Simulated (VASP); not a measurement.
# ZrB (I4/mmm) in VASP: single point with PBEsol

Aim: the single point of ZrB with PBEsol.

All numbers are computed with VASP 6.6.1; they aren't measurements. Logs are shortened: lines on timing, memory, paths and dates and some standing lists are left out, and cuts for length are marked.

### Step 1. The cell of the first run

Symmetry: I4/mmm, No. 139, tetragonal system. Conventional cell: a = 3.235 Å, b = 3.235 Å, c = 4.804 Å, α = 90.00°, β = 90.00°, γ = 90.00°. Within 3.0 Å of Zr (site symmetry 4/mmm) lie 6 B at 2.29 to 2.40 Å. Within 3.0 Å of B (site symmetry 4/mmm) lie 6 Zr at 2.29 to 2.40 Å.

### Step 2. Single point, PBEsol

INCAR

```
PREC     = Accurate       # precision mode
ENCUT    = 520            # plane-wave cutoff, eV
EDIFF    = 1E-6           # SCF threshold, eV
ISMEAR   = 0              # smearing method
SIGMA    = 0.15           # smearing width, eV
LREAL    = False          # projectors in reciprocal space
LASPH    = True           # aspherical terms in the spheres
NELM     = 80             # most SCF steps
ALGO     = Normal         # electronic algorithm
ISIF     = 2              # what is computed and relaxed
LWAVE    = False          # write WAVECAR
LCHARG   = False          # write CHGCAR
GGA      = PS             # functional
NBANDS   = 14             # bands
```

KPOINTS

```
Automatic mesh
0
Gamma
  20 20 20
```

POSCAR

```
ZrB
1.0
    0.0000000000      2.2874934413      2.4018681134
    2.2874934413      0.0000000000      2.4018681134
    2.2874934413      2.2874934413      0.0000000000
Zr B
1 1
Direct
    0.0000000000      0.0000000000      0.0000000000
    0.5000000000      0.5000000000      0.5000000000
```

Potentials or basis: VASP PAW PBE potentials, release 64 (Zr_sv, B).

Run with:

```bash
$ cat potpaw_PBE.64/Zr_sv/POTCAR potpaw_PBE.64/B/POTCAR > POTCAR
$ mpirun -np 1 vasp_std > vasp.out
```

OUTCAR:

```text
PREC = Accurate
   ENCUT = 520
   EDIFF = 1E-6
   ISMEAR = 0
   LREAL = False
   LASPH = True
   NELM = 80
   ISIF = 2
   GGA = PS

 ion  position               nearest neighbor table
   1  0.000  0.000  0.000-   2 2.29   2 2.29   2 2.29   2 2.29   2 2.40   2 2.40
   2  0.500  0.500  0.500-   1 2.29   1 2.29   1 2.29   1 2.29   1 2.40   1 2.40

  LATTYP: Found a body centered tetragonal cell.
 ALAT       =     3.2350042485
 C/A-ratio  =     1.4849242405

  Lattice vectors:

 A1 = (  -2.2874934413,   0.0000000000,   2.4018681134)
 A2 = (   2.2874934413,   0.0000000000,   2.4018681134)
 A3 = (   0.0000000000,   2.2874934413,  -2.4018681134)

Analysis of symmetry for initial positions (statically):
=====================================================================
 Subroutine PRICEL returns:
 Original cell was already a primitive cell.

 Routine SETGRP: Setting up the symmetry group for a
 body centered tetragonal supercell.

 Subroutine GETGRP returns: Found 16 space group operations
 (whereof 16 operations were pure point group operations)
 out of a pool of 16 trial point group operations.

The static configuration has the point symmetry D_4h.

Analysis of symmetry for dynamics (positions and initial velocities):
=====================================================================
 Subroutine PRICEL returns:
 Original cell was already a primitive cell.

 Routine SETGRP: Setting up the symmetry group for a
 body centered tetragonal supercell.

 Subroutine GETGRP returns: Found 16 space group operations
 (whereof 16 operations were pure point group operations)
 out of a pool of 16 trial point group operations.

The dynamic configuration has the point symmetry D_4h.

 Subroutine INISYM returns: Found 16 space group operations
 (whereof 16 operations are pure point group operations),
 and found     1 'primitive' translations

----------------------------------------------------------------------------------------

                                     Primitive cell

  volume of cell :      25.1362

  direct lattice vectors                    reciprocal lattice vectors
     0.000000000  2.287493441  2.401868113    -0.218579862  0.218579862  0.208171297
     2.287493441  0.000000000  2.401868113     0.218579862 -0.218579862  0.208171297
     2.287493441  2.287493441  0.000000000     0.218579862  0.218579862 -0.208171297

  length of vectors
     3.316865490  3.316865490  3.235004249     0.372678951  0.372678951  0.372678951

  position of ions in fractional coordinates (direct lattice)
     0.000000000  0.000000000  0.000000000
     0.500000000  0.500000000  0.500000000

  ion indices of the primitive-cell ions
   primitive index   ion index
                 1           1
                 2           2

----------------------------------------------------------------------------------------

 KPOINTS: Automatic mesh

Automatic generation of k-mesh.
 Grid dimensions read from file:
 generate k-points for:   20   20   20

 Generating k-lattice:

  Cartesian coordinates                     Fractional coordinates (reciprocal lattice)
    -0.010928993  0.010928993  0.010408565     0.050000000  0.000000000  0.000000000
     0.010928993 -0.010928993  0.010408565     0.000000000  0.050000000  0.000000000
     0.010928993  0.010928993 -0.010408565     0.000000000  0.000000000  0.050000000

  Length of vectors
     0.018633948  0.018633948  0.018633948

  Shift w.r.t. Gamma in fractional coordinates (k-lattice)
     0.000000000  0.000000000  0.000000000

 Subroutine IBZKPT returns following result:
 ===========================================

 Found    641 irreducible k-points:

 Following reciprocal coordinates:
            Coordinates               Weight
  0.000000  0.000000  0.000000      1.000000
  0.050000  0.000000  0.000000      8.000000
  0.100000 -0.000000  0.000000      8.000000
  0.150000  0.000000  0.000000      8.000000
  0.200000 -0.000000  0.000000      8.000000
  0.250000  0.000000  0.000000      8.000000
[... 16 lines left out ...]
 -0.400000  0.050000  0.000000      8.000000
 -0.350000  0.050000  0.000000      8.000000
 [... further k-points ...]
   k-points           NKPTS =    641   k-points in BZ     NKDIM =    641   number of bands    NBANDS=     14
   number of dos      NEDOS =    301   number of ions     NIONS =      2
   total plane-waves  NPLWV =  18816
   dimension x,y,z NGX =    28 NGY =   28 NGZ =   24
   dimension x,y,z NGXF=    56 NGYF=   56 NGZF=   48
   ions per type =               1   1
   NGX,Y,Z   is equivalent  to a cutoff of  14.03, 14.03, 12.33 a.u.
   NGXF,Y,Z  is equivalent  to a cutoff of  28.07, 28.07, 24.67 a.u.
 SYSTEM =  unknown system
   PREC   = accura    normal or accurate (medium, high low for compatibility)
   ISTART =      0    job   : 0-new  1-cont  2-samecut
   ICHARG =      2    charge: 1-file 2-atom 10-const
   ISPIN  =      1    spin polarized calculation?
   LNONCOLLINEAR =      F non collinear calculations
   LSORBIT =      F    spin-orbit coupling
   LASPH  =      T    aspherical Exc in radial PAW
   ENCUT  =  520.0 eV  38.22 Ry    6.18 a.u.   6.17  6.17  6.01*2*pi/ulx,y,z
   NELM   =     80;   NELMIN=  2; NELMDL= -5     # of ELM steps
   EDIFF  = 0.1E-05   stopping-criterion for ELM
   LREAL  =      F    real-space projection
[... 7 lines left out ...]
   TEBEG  =    0.0;   TEEND  =   0.0 temperature during run
   PSTRESS=    0.0 pullay stress
   NELECT =      15.0000    total number of electrons
   NUPDOWN=      -1.0000    fix difference up-down
   EMIN   =  10.00;   EMAX   =-10.00  energy-range for DOS
   EFERMI =   0.00;   METHOD = LEGACY
   ISMEAR =     0;   SIGMA  =   0.15  broadening in eV -4-tet -1-fermi 0-gaus
   EFERMI_NEDOS =   21; number of points for ismear=-14 and -15
   IALGO  =     38    algorithm
   IMIX   =      4    mixing-type and parameters
     AMIX     =   0.40;   BMIX     =  1.00
     AMIX_MAG =   1.60;   BMIX_MAG =  1.00
  volume/ion in A,a.u.               =      12.57        84.81
  Fermi-wavevector in a.u.,A,eV,Ry     =   1.378285  2.604581 25.846565  1.899669
  Thomas-Fermi vector in A             =   2.503360
   LORBIT       =      0    0 simple, 1 ext, 2 COOP (PROOUT), +10 PAW based schemes
   GGA     = PS    functional components
   LHFCALC =     F    Hartree Fock is set to
   AEXX    =    0.0000 exact exchange contribution
   IVDW    =     0    specifies the selected vdW correction
   LEPSILON=     F    determine dielectric tensor
   LRPA    =     F    only Hartree local field effects (RPA)
 non-spin polarized calculation
 Gauss-broadening in eV      SIGMA  =   0.15
  energy-cutoff  :      520.00
  volume of cell :       25.14
 maximum number of plane-waves:       690
 NGX is ok and might be reduce to    28
   NGX = 13   NGY = 13   NGZ = 13

 number of electron      15.0000000 magnetization

 Free energy of the ion-electron system (eV)
  ---------------------------------------------------
  ext. energy  EPLUGINS =         0.00000000
  ---------------------------------------------------
  free energy    TOTEN  =       -16.56180258 eV

  energy without entropy =      -16.55034694  energy(sigma->0) =      -16.55607476

 E-fermi :   8.9184     XC(G=0): -12.3276

 val. band max:        8.9167666237   @ k =  -0.2000   0.3000   0.2000
 cond. band min:       8.9220922853   @ k =  -0.1500   0.2000   0.1000
 fundamental gap:      0.0053256616
 Fermi energy:         8.9183858432

 k-point     1 :       0.0000    0.0000    0.0000
  band No.  band energies     occupation
      1     -37.7532      2.00000
      2     -15.5316      2.00000
      3     -15.5316      2.00000
      4     -15.5127      2.00000
      5       0.6015      2.00000
      6      10.4272      0.00000
      7      10.9987      0.00000
      8      10.9987      0.00000
      9      12.2584      0.00000
     10      12.5214      0.00000
     11      12.8743      0.00000
     12      12.8864      0.00000
     13      12.8864      0.00000
     14      20.0343      0.00000

 k-point     2 :       0.0500    0.0000    0.0000
  band No.  band energies     occupation
      1     -37.7503      2.00000
      2     -15.5543      2.00000
      3     -15.5330      2.00000
      4     -15.5191      2.00000
      5       0.6713      2.00000
      6      10.3514      0.00000
      7      10.7986      0.00000
      8      10.9919      0.00000
      9      11.6856      0.00000
     10      12.0218      0.00000
     11      12.8854      0.00000
     12      13.4040      0.00000
     13      13.8794      0.00000
     14      20.2066      0.00000

 k-point     3 :       0.1000   -0.0000    0.0000
  band No.  band energies     occupation
      1     -37.7417      2.00000
      2     -15.6272      2.00000
      3     -15.5372      2.00000
      4     -15.5299      2.00000
      5       0.8761      2.00000
      6       9.9873      0.00000
      7      10.3203      0.00000
      8      10.7310      0.00000
      9      11.4130      0.00000
     10      11.5976      0.00000
     11      13.1374      0.00000
     12      14.3846      0.00000
     13      14.9619      0.00000
     14      20.6992      0.00000

 k-point     4 :       0.1500    0.0000    0.0000
  band No.  band energies     occupation
      1     -37.7283      2.00000
      2     -15.7406      2.00000
      3     -15.5448      2.00000
      4     -15.5437      2.00000
      5       1.2026      2.00000
      6       9.3683      0.00002
      7       9.7355      0.00000
      8      10.0981      0.00000
      9      11.5701      0.00000
     10      11.7361      0.00000
     11      13.3734      0.00000
     12      15.4485      0.00000
     13      16.1063      0.00000
     14      21.4266      0.00000

 k-point     5 :       0.2000   -0.0000    0.0000
  band No.  band energies     occupation
      1     -37.7113      2.00000
      2     -15.8807      2.00000
      3     -15.5632      2.00000
      4     -15.5518      2.00000
      5       1.6306      2.00000
      6       8.6866      1.97113
      7       9.1621      0.02158
      8       9.4541      0.00000
      9      11.9423      0.00000
     10      12.0750      0.00000
     11      13.5961      0.00000
[... 276 lines left out ...]
 k-point    22 :      -0.4500    0.0500    0.0000
  band No.  band energies     occupation
      1     -37.6306      2.00000
      2     -16.4832      2.00000
      3     -15.6650      2.00000
      4     -15.5894      2.00000
      5       4.6060      2.00000
      6       5.4638      2.00000
      7       7.4641      2.00000
      8       7.5866      2.00000
      9      14.3813      0.00000
     10      14.7568      0.00000
     11      16.1023      0.00000
     12      17.6122      0.00000
     13      21.0445      0.00000
     14      22.7981      0.00000

 k-point    23 :      -0.4000    0.0500    0.0000
  band No.  band energies     occupation
      1     -37.6371      2.00000
      2     -16.4376      2.00000
      3     -15.6607      2.00000
      4     -15.5813      2.00000
      5       4.1012      2.00000
      6       5.9719      2.00000
      7       7.5783      2.00000
      8       7.6652      2.00000
      9      14.0038      0.00000
     10      14.4606      0.00000
     11      15.5966      0.00000
     12      18.5121      0.00000
     13      20.3899      0.00000
     14      22.5852      0.00000

 k-point    24 :      -0.3500    0.0500    0.0000
  band No.  band energies     occupation
      1     -37.6488      2.00000
      2     -16.3533      2.00000
      3     -15.6499      2.00000
      4     -15.5715      2.00000
      5       3.5391      2.00000
      6       6.5357      2.00000
      7       7.7906      2.00000
      8       7.8513      2.00000
      9      13.5029      0.00000
     10      13.9873      0.00000
     11      15.0545      0.00000
     12      19.2565      0.00000
     13      19.8995      0.00000
     14      21.7939      0.00000

 [... further k-points ...]

------------------------ aborting loop because EDIFF is reached ----------------------------------------

  FORCE on cell =-STRESS in cart. coord.  units (eV):
  Direction    XX          YY          ZZ          XY          YZ          ZX
  --------------------------------------------------------------------------------------
  -------------------------------------------------------------------------------------
  Total        6.0012639      6.0012639      2.3064403      0.0000000     -0.0000000      0.0000000
  in kB      382.5202585    382.5202585    147.0123888      0.0000000     -0.0000000      0.0000000
  external PRESSURE =     304.0176353 kB  Pullay stress =       0.0000000 kB

 VOLUME and BASIS-vectors are now :
 -----------------------------------------------------------------------------
  energy-cutoff  :      520.00
  volume of cell :       25.14
      direct lattice vectors                 reciprocal lattice vectors
     0.000000000  2.287493441  2.401868113    -0.218579862  0.218579862  0.208171297
     2.287493441  0.000000000  2.401868113     0.218579862 -0.218579862  0.208171297
     2.287493441  2.287493441  0.000000000     0.218579862  0.218579862 -0.208171297

 POSITION                                       TOTAL-FORCE (eV/Angst)
 -----------------------------------------------------------------------------------
      0.00000      0.00000      0.00000         0.000000      0.000000      0.000000
      2.28749      2.28749      2.40187         0.000000      0.000000     -0.000000
 -----------------------------------------------------------------------------------
    total drift:                               -0.000000      0.000000      0.000000

  FREE ENERGIE OF THE ION-ELECTRON SYSTEM (eV)
  ---------------------------------------------------
  free  energy   TOTEN  =       -16.5618025789 eV

  energy  without entropy=      -16.5503469352  energy(sigma->0) =      -16.55607476
```

Run time: 5 min. Hardware: 1 thread of Intel Xeon 8259CL, shared host; peak memory 0.35 GiB.

Results:

- Free energy: -16.5618 eV
- Pressure: 30.4 GPa
- Band gap on the k mesh: zero (an odd number of electrons rules out a gap without spin polarisation)

Caveat: the stress differs along the axes, from 15 to 38 GPa; the PAW data sets were made with another functional, which shifts forces and pressure a little.
